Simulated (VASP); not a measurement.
Write the native input for VASP 6.6.1 that does the following.

| Property | Result |
| --- | --- |
| Task | single point |
| Functional | PBEsol |
| Potentials or basis | VASP PAW PBE potentials, release 64 (Sn_d) |
| Cutoff | 520 eV |
| k mesh | 20 × 20 × 20 |
| Occupations | gaussian, width 0.15 eV |
| Spin | no spin polarisation |
| Dipole correction | no |
| Further INCAR settings | ALGO = Fast; EDIFF = 1e-07; NBANDS = 13 |

The structure of Sn lies in POSCAR:

```
Sn
1.0
   -1.6826950875      1.7755470000      2.3059693938
    1.7703829125     -1.7755470000      2.3707146062
    1.6826950875      1.7755470000     -2.3059693938
Sn
1
Direct
    0.0000000000      0.0000000000      0.0000000000
```

This cell differs from its parent crystal: strain +0.0375 x Voigt [0, 0, 0, 0, 1, 0].

One way to write it, as run:

INCAR

```
ALGO = Fast ; EDIFF = 1E-7
ENCUT = 520 ; GGA = PS
ISIF = 2 ; ISMEAR = 0
LASPH = T ; LCHARG = F
LREAL = F ; LWAVE = F
NBANDS = 13 ; NELM = 60
PREC = Accurate ; SIGMA = 0.15
```

KPOINTS

```
k-points
0
Gamma
  20 20 20
```

Potentials or basis: VASP PAW PBE potentials, release 64 (Sn_d).

The run is started by

```bash
$ cat potpaw_PBE.64/Sn_d/POTCAR > POTCAR
$ mpirun -np 1 vasp_std > vasp.out
```

It gave:

| Property | Result |
| --- | --- |
| Pressure | -3.6 GPa |
| Band gap on the k mesh | zero (bands 7 and 8 overlap by 8.90 eV) |

Caveat: the cell differs from its parent crystal (strain +0.0375 x Voigt [0, 0, 0, 0, 1, 0]); the cell stands under tension; the PAW data sets were made with another functional, which shifts forces and pressure a little; spin-orbit coupling is left out, which moves the levels of the heavy elements.

It took 19 min on 1 thread of Oxide Virtual Turin-like Processor (shared host), peak memory 0.74 GiB.
